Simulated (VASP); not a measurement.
# Sn (Fd-3m) in VASP: notebook

Sn is run at these levels: HSE06; tasks: single point.

Program: VASP 6.6.1. These are calculated values, not measurements. Logs are shortened: lines on timing, memory, paths and dates and some standing lists are left out, and cuts for length are marked.

## Step 1: The cell of the first run

The structure is cubic, space group Fd-3m (No. 227). Conventional cell: a = 6.468 Å, b = 6.468 Å, c = 6.468 Å, α = 90.00°, β = 90.00°, γ = 90.00°. Sn (site symmetry -43m) has 4 Sn at 2.80 Å within 3.7 Å.

This isn't the form of Sn at room conditions, which is tetragonal (white tin).

## Step 2: Single point, HSE06

The input, POSCAR:

```
Sn
1.0
    0.0000000000      3.2338578472      3.2338578472
    3.2338578472      0.0000000000      3.2338578472
    3.2338578472      3.2338578472      0.0000000000
Sn
2
Direct
    0.0000000000      0.0000000000      0.0000000000
    0.2500000000      0.2500000000      0.2500000000
```

The input, INCAR.step1:

```
SYSTEM = Sn
ALGO = Normal
EDIFF = 1E-5
ENCUT = 520
GGA = PE
ISIF = 2
ISMEAR = -1
LASPH = .True.
LCHARG = .False.
LREAL = .False.
LWAVE = .True.
NBANDS = 21
NELM = 60
PREC = Accurate
SIGMA = 0.1
```

The input, INCAR.step2:

```
SYSTEM = Sn
ALGO = Normal
EDIFF = 1E-7
ENCUT = 520
GGA = PE
HFSCREEN = 0.2079
ISIF = 2
ISMEAR = -1
ISTART = 1
LASPH = .True.
LCHARG = .False.
LHFCALC = .True.
LREAL = .False.
LWAVE = .False.
NBANDS = 21
NELM = 60
PREC = Accurate
PRECFOCK = Normal
SIGMA = 0.1
```

The input, KPOINTS:

```
k-points
0
Gamma
  4 4 4
  0 0 0
```

Potentials or basis: VASP PAW PBE potentials, release 64 (Sn_d).

Launch:

```sh
cat potpaw_PBE.64/Sn_d/POTCAR > POTCAR
cp INCAR.step1 INCAR
mpirun -np 1 vasp_std > vasp.out
cp INCAR.step2 INCAR
mpirun -np 1 vasp_std > vasp.out
```

OUTCAR:

```text
SYSTEM = Sn
   EDIFF = 1E-7
   ENCUT = 520
   GGA = PE
   HFSCREEN = 0.2079
   ISIF = 2
   ISMEAR = -1
   ISTART = 1
   LASPH = .True.
   LHFCALC = .True.
   LREAL = .False.
   NELM = 60
   PREC = Accurate
   PRECFOCK = Normal

 ion  position               nearest neighbor table
   1  0.000  0.000  0.000-   2 2.80   2 2.80   2 2.80   2 2.80
   2  0.250  0.250  0.250-   1 2.80   1 2.80   1 2.80   1 2.80

  LATTYP: Found a face centered cubic cell.
 ALAT       =     6.4677156944

  Lattice vectors:

 A1 = (   0.0000000000,   3.2338578472,   3.2338578472)
 A2 = (   3.2338578472,   0.0000000000,   3.2338578472)
 A3 = (   3.2338578472,   3.2338578472,   0.0000000000)

Analysis of symmetry for initial positions (statically):
=====================================================================
 Subroutine PRICEL returns:
 Original cell was already a primitive cell.

 Routine SETGRP: Setting up the symmetry group for a
 face centered cubic supercell.

 Subroutine GETGRP returns: Found 48 space group operations
 (whereof 24 operations were pure point group operations)
 out of a pool of 48 trial point group operations.

The static configuration has the point symmetry T_d .
 The point group associated with its full space group is O_h .

Analysis of symmetry for dynamics (positions and initial velocities):
=====================================================================
 Subroutine PRICEL returns:
 Original cell was already a primitive cell.

 Routine SETGRP: Setting up the symmetry group for a
 face centered cubic supercell.

 Subroutine GETGRP returns: Found 48 space group operations
 (whereof 24 operations were pure point group operations)
 out of a pool of 48 trial point group operations.

The dynamic configuration has the point symmetry T_d .
 The point group associated with its full space group is O_h .

 Subroutine INISYM returns: Found 48 space group operations
 (whereof 24 operations are pure point group operations),
 and found     1 'primitive' translations

----------------------------------------------------------------------------------------

                                     Primitive cell

  volume of cell :      67.6383

  direct lattice vectors                    reciprocal lattice vectors
     0.000000000  3.233857847  3.233857847    -0.154614094  0.154614094  0.154614094
     3.233857847  0.000000000  3.233857847     0.154614094 -0.154614094  0.154614094
     3.233857847  3.233857847  0.000000000     0.154614094  0.154614094 -0.154614094

  length of vectors
     4.573365626  4.573365626  4.573365626     0.267799466  0.267799466  0.267799466

  position of ions in fractional coordinates (direct lattice)
     0.000000000  0.000000000  0.000000000
     0.250000000  0.250000000  0.250000000

  ion indices of the primitive-cell ions
   primitive index   ion index
                 1           1
                 2           2

----------------------------------------------------------------------------------------

 KPOINTS: k-points

Automatic generation of k-mesh.
 Grid dimensions read from file:
 generate k-points for:    4    4    4

 Generating k-lattice:

  Cartesian coordinates                     Fractional coordinates (reciprocal lattice)
    -0.038653523  0.038653523  0.038653523     0.250000000  0.000000000  0.000000000
     0.038653523 -0.038653523  0.038653523     0.000000000  0.250000000  0.000000000
     0.038653523  0.038653523 -0.038653523     0.000000000  0.000000000  0.250000000

  Length of vectors
     0.066949866  0.066949866  0.066949866

  Shift w.r.t. Gamma in fractional coordinates (k-lattice)
     0.000000000  0.000000000  0.000000000

 Subroutine IBZKPT returns following result:
 ===========================================

 Found      8 irreducible k-points:

 Following reciprocal coordinates:
            Coordinates               Weight
  0.000000  0.000000  0.000000      1.000000
  0.250000  0.000000  0.000000      8.000000
  0.500000  0.000000  0.000000      4.000000
  0.250000  0.250000  0.000000      6.000000
  0.500000  0.250000  0.000000     24.000000
 -0.250000  0.250000  0.000000     12.000000
  0.500000  0.500000  0.000000      3.000000
 -0.250000  0.500000  0.250000      6.000000
   k-points           NKPTS =      8   k-points in BZ     NKDIM =     64   number of bands    NBANDS=     21
   number of dos      NEDOS =    301   number of ions     NIONS =      2
   total plane-waves  NPLWV =  46656
   dimension x,y,z NGX =    36 NGY =   36 NGZ =   36
   dimension x,y,z NGXF=    72 NGYF=   72 NGZF=   72
   ions per type =               2
   NGX,Y,Z   is equivalent  to a cutoff of  13.09, 13.09, 13.09 a.u.
   NGXF,Y,Z  is equivalent  to a cutoff of  26.17, 26.17, 26.17 a.u.
 SYSTEM =  Sn
   PREC   = accura    normal or accurate (medium, high low for compatibility)
   ISTART =      1    job   : 0-new  1-cont  2-samecut
   ICHARG =      0    charge: 1-file 2-atom 10-const
   ISPIN  =      1    spin polarized calculation?
   LNONCOLLINEAR =      F non collinear calculations
   LSORBIT =      F    spin-orbit coupling
   LASPH  =      T    aspherical Exc in radial PAW
   ENCUT  =  520.0 eV  38.22 Ry    6.18 a.u.   8.50  8.50  8.50*2*pi/ulx,y,z
   NELM   =     60;   NELMIN=  2; NELMDL=  0     # of ELM steps
   EDIFF  = 0.1E-06   stopping-criterion for ELM
   LREAL  =      F    real-space projection
   EDIFFG = 0.1E-05   stopping-criterion for IOM
   NSW    =      0    number of steps for IOM
   IBRION =     -1    ionic relax: 0-MD 1-quasi-New 2-CG
   NFREE  =      0    steps in history (QN), initial steepest desc. (CG)
   ISIF   =      2    stress and relaxation
   ISYM   =      3    0-nonsym 1-usesym 2-fastsym
   POTIM  = 0.5000    time-step for ionic-motion
   TEBEG  =    0.0;   TEEND  =   0.0 temperature during run
   PSTRESS=    0.0 pullay stress
   NELECT =      28.0000    total number of electrons
   NUPDOWN=      -1.0000    fix difference up-down
   EMIN   =  10.00;   EMAX   =-10.00  energy-range for DOS
   EFERMI =   0.00;   METHOD = LEGACY
   ISMEAR =    -1;   SIGMA  =   0.10  broadening in eV -4-tet -1-fermi 0-gaus
   EFERMI_NEDOS =   21; number of points for ismear=-14 and -15
   IALGO  =     38    algorithm
   IMIX   =      1    mixing-type and parameters
     AMIX     =   0.40;   BMIX     =  1.00
     AMIX_MAG =   1.60;   BMIX_MAG =  1.00
  volume/ion in A,a.u.               =      33.82       228.22
  Fermi-wavevector in a.u.,A,eV,Ry     =   1.220103  2.305661 20.254339  1.488652
  Thomas-Fermi vector in A             =   2.355332
   LORBIT       =      0    0 simple, 1 ext, 2 COOP (PROOUT), +10 PAW based schemes
   GGA     = PE    functional components
   LHFCALC =     T    Hartree Fock is set to
   PRECFOCK=normal    Normal, Fast or Accurate (Low or Medium for compatibility)
   ENCUT4O =  -1.0   cutoff for four orbital integrals eV
   NKREDX  =     1    reduce k-point grid by
   NKREDY  =     1    reduce k-point grid by
   NKREDZ  =     1    reduce k-point grid by
   AEXX    =    0.2500 exact exchange contribution
   HFSCREEN=    0.2079 screening length (either q_TF or 0.3 A-1)
   HFSCREENC=   0.2079 screening length for correlation (either q_TF or 0.3 A-1)
   ENCUTFOCK=  -1.0 apply spherical cutoff to Coloumb kernel
   IVDW    =     0    specifies the selected vdW correction
   LEPSILON=     F    determine dielectric tensor
   LRPA    =     F    only Hartree local field effects (RPA)
 non-spin polarized calculation
  energy-cutoff  :      520.00
  volume of cell :       67.64
 maximum number of plane-waves:      1837
 NGX is ok and might be reduce to    36
  NGX = 28; NGY = 28; NGZ = 28

 number of electron      28.0000008 magnetization

 Free energy of the ion-electron system (eV)
  ---------------------------------------------------
  ext. energy  EPLUGINS =         0.00000000
  ---------------------------------------------------
  free energy    TOTEN  =        -8.84994055 eV

  energy without entropy =       -8.84074998  energy(sigma->0) =       -8.84534526

 E-fermi :   5.6703     XC(G=0):  -7.4318

 val. band max:        5.5791566285   @ k =   0.0000   0.0000   0.0000
 cond. band min:       6.0243872464   @ k =   0.5000   0.0000   0.0000
 fundamental gap:      0.4452306179
 Fermi energy:         5.6703343310

 k-point     1 :       0.0000    0.0000    0.0000
  band No.  band energies     occupation
      1     -18.2939      2.00000
      2     -18.2939      2.00000
      3     -18.2939      2.00000
      4     -18.2334      2.00000
      5     -18.2334      2.00000
      6     -17.9047      2.00000
[... 13 lines left out ...]
     20      14.2057      0.00000
     21      14.2057      0.00000

 k-point     2 :       0.2500    0.0000    0.0000
  band No.  band energies     occupation
      1     -18.3221      2.00000
      2     -18.3221      2.00000
      3     -18.2810      2.00000
      4     -18.1901      2.00000
      5     -18.1901      2.00000
      6     -17.9475      2.00000
[... 13 lines left out ...]
     20      13.0613      0.00000
     21      13.0613      0.00000

 k-point     3 :       0.5000    0.0000    0.0000
  band No.  band energies     occupation
      1     -18.3335      2.00000
      2     -18.3335      2.00000
      3     -18.2673      2.00000
      4     -18.1682      2.00000
      5     -18.1682      2.00000
      6     -17.9626      2.00000
[... 13 lines left out ...]
     20      15.1975      0.00000
     21      15.1975      0.00000

 k-point     4 :       0.2500    0.2500    0.0000
  band No.  band energies     occupation
      1     -18.3240      2.00000
      2     -18.3240      2.00000
      3     -18.2998      2.00000
      4     -18.1819      2.00000
      5     -18.1286      2.00000
      6     -18.0412      2.00000
[... 13 lines left out ...]
     20      14.3540      0.00000
     21      14.9534      0.00000

 k-point     5 :       0.5000    0.2500    0.0000
  band No.  band energies     occupation
      1     -18.3652      2.00000
      2     -18.3434      2.00000
      3     -18.2333      2.00000
      4     -18.1283      2.00000
      5     -18.0980      2.00000
      6     -18.0691      2.00000
[... 13 lines left out ...]
     20      15.4682      0.00000
     21      15.6520      0.00000

 k-point     6 :      -0.2500    0.2500    0.0000
  band No.  band energies     occupation
      1     -18.3581      2.00000
      2     -18.3457      2.00000
      3     -18.2263      2.00000
      4     -18.1650      2.00000
      5     -18.1243      2.00000
      6     -18.0121      2.00000
[... 13 lines left out ...]
     20      14.0413      0.00000
     21      15.8976      0.00000

 k-point     7 :       0.5000    0.5000    0.0000
  band No.  band energies     occupation
      1     -18.3497      2.00000
      2     -18.3497      2.00000
      3     -18.2083      2.00000
      4     -18.2083      2.00000
      5     -18.0588      2.00000
      6     -18.0588      2.00000
[... 13 lines left out ...]
     20      15.8990      0.00000
     21      16.8109      0.00000

 k-point     8 :      -0.2500    0.5000    0.2500
  band No.  band energies     occupation
      1     -18.3688      2.00000
      2     -18.3688      2.00000
      3     -18.1461      2.00000
      4     -18.1461      2.00000
      5     -18.0690      2.00000
      6     -18.0690      2.00000
[... 13 lines left out ...]
     20      15.6058      0.00000
     21      16.7468      0.00000

------------------------ aborting loop because EDIFF is reached ----------------------------------------

  FORCE on cell =-STRESS in cart. coord.  units (eV):
  Direction    XX          YY          ZZ          XY          YZ          ZX
  --------------------------------------------------------------------------------------
  -------------------------------------------------------------------------------------
  Total        0.9968822      0.9968822      0.9968822      0.0000000     -0.0000000     -0.0000000
  in kB       23.6135712     23.6135712     23.6135712      0.0000000     -0.0000000     -0.0000000
  external PRESSURE =      23.6135712 kB  Pullay stress =       0.0000000 kB

 VOLUME and BASIS-vectors are now :
 -----------------------------------------------------------------------------
  energy-cutoff  :      520.00
  volume of cell :       67.64
      direct lattice vectors                 reciprocal lattice vectors
     0.000000000  3.233857847  3.233857847    -0.154614094  0.154614094  0.154614094
     3.233857847  0.000000000  3.233857847     0.154614094 -0.154614094  0.154614094
     3.233857847  3.233857847  0.000000000     0.154614094  0.154614094 -0.154614094

 POSITION                                       TOTAL-FORCE (eV/Angst)
 -----------------------------------------------------------------------------------
      0.00000      0.00000      0.00000         0.000000      0.000000      0.000000
      1.61693      1.61693      1.61693        -0.000000     -0.000000     -0.000000
 -----------------------------------------------------------------------------------
    total drift:                                0.000000     -0.000000     -0.000000

  FREE ENERGIE OF THE ION-ELECTRON SYSTEM (eV)
  ---------------------------------------------------
  free  energy   TOTEN  =        -8.8499405455 eV

  energy  without entropy=       -8.8407499829  energy(sigma->0) =       -8.84534526
```

It took 42 min on 1 thread of AMD EPYC 9755, shared host; peak memory 0.28 GiB.

Results:

* Free energy: -8.8499 eV
* Pressure: 2.4 GPa
* Band gap on the k mesh: zero (filled and empty bands touch)

Levels at points of the mesh, in eV from the Fermi level:
```csv
k point,band 12,band 13,band 14,band 15,band 16,band 17
"(0.00, 0.00, 0.00)",-0.11,-0.09,-0.09,-0.09,2.52,2.52
"(0.50, 0.00, 0.00)",-7.08,-1.42,-1.42,0.35,3.64,3.64
"(0.50, 0.50, 0.00)",-8.42,-2.91,-2.91,1.08,1.08,8.66
```

Caveat: the k points lie up to 0.42 Å⁻¹ apart; the PAW data sets were made with another functional, which shifts forces and pressure a little; spin-orbit coupling is left out, which moves the levels of the heavy elements.

## Step 3: Single point, HSE06

This run uses another cell than the first one, of 34.92 Å³/atom.

The input, POSCAR:

```
Sn
1.0
    0.0000000000      3.2686331785      3.2686331785
    3.2686331785      0.0000000000      3.2686331785
    3.2686331785      3.2686331785      0.0000000000
Sn
2
Direct
    0.0000000000      0.0000000000      0.0000000000
    0.2500000000      0.2500000000      0.2500000000
```

The input, INCAR.step1:

```
SYSTEM = Sn
  PREC = Accurate
  ENCUT = 520
  EDIFF = 1E-5
  ISMEAR = -1
  SIGMA = 0.1
  LREAL = .FALSE.
  LASPH = .TRUE.
  NELM = 80
  ALGO = Normal
  ISIF = 2
  LWAVE = .TRUE.
  GGA = PE
  NBANDS = 21
```

The input, INCAR.step2:

```
SYSTEM = Sn
  PREC = Accurate
  ENCUT = 520
  EDIFF = 1E-6
  ISMEAR = -1
  SIGMA = 0.1
  LREAL = .FALSE.
  LASPH = .TRUE.
  NELM = 80
  ALGO = Normal
  ISIF = 2
  LWAVE = .FALSE.
  LCHARG = .TRUE.
  GGA = PE
  LHFCALC = .TRUE.
  HFSCREEN = 0.2079
  PRECFOCK = Normal
  LELF = .TRUE.
  LVHAR = .TRUE.
  ISTART = 1
  NBANDS = 21
```

The input, KPOINTS:

```
Automatic mesh
0
G
  4 4 4
  0 0 0
```

Potentials or basis: VASP PAW PBE potentials, release 64 (Sn_d).

Launch:

```sh
cat potpaw_PBE.64/Sn_d/POTCAR > POTCAR
cp INCAR.step1 INCAR
mpirun -np 1 vasp_std > vasp.out
cp INCAR.step2 INCAR
mpirun -np 1 vasp_std > vasp.out
```

Wall time 31 min (1 thread of AMD EPYC 9755, shared host); peak memory 0.28 GiB.

Results (log left out):

```yaml
Free_energy: -8.8729 eV
Pressure: 0.9 GPa
Band_gap_on_the_k_mesh: zero (filled and empty bands touch)
```

Levels at points of the mesh, in eV from the Fermi level:
| k point | band 12 | band 13 | band 14 | band 15 | band 16 | band 17 |
| --- | --- | --- | --- | --- | --- | --- |
| (0.00, 0.00, 0.00) | -0.34 | -0.05 | -0.05 | -0.05 | 2.55 | 2.55 |
| (0.50, 0.00, 0.00) | -6.91 | -1.33 | -1.33 | 0.31 | 3.67 | 3.67 |
| (0.50, 0.50, 0.00) | -8.26 | -2.76 | -2.76 | 1.15 | 1.15 | 8.47 |

Caveat: the k points lie up to 0.42 Å⁻¹ apart; the PAW data sets were made with another functional, which shifts forces and pressure a little; spin-orbit coupling is left out, which moves the levels of the heavy elements.

The gap in the log of VASP goes by the Fermi energy; the results here count the filled bands.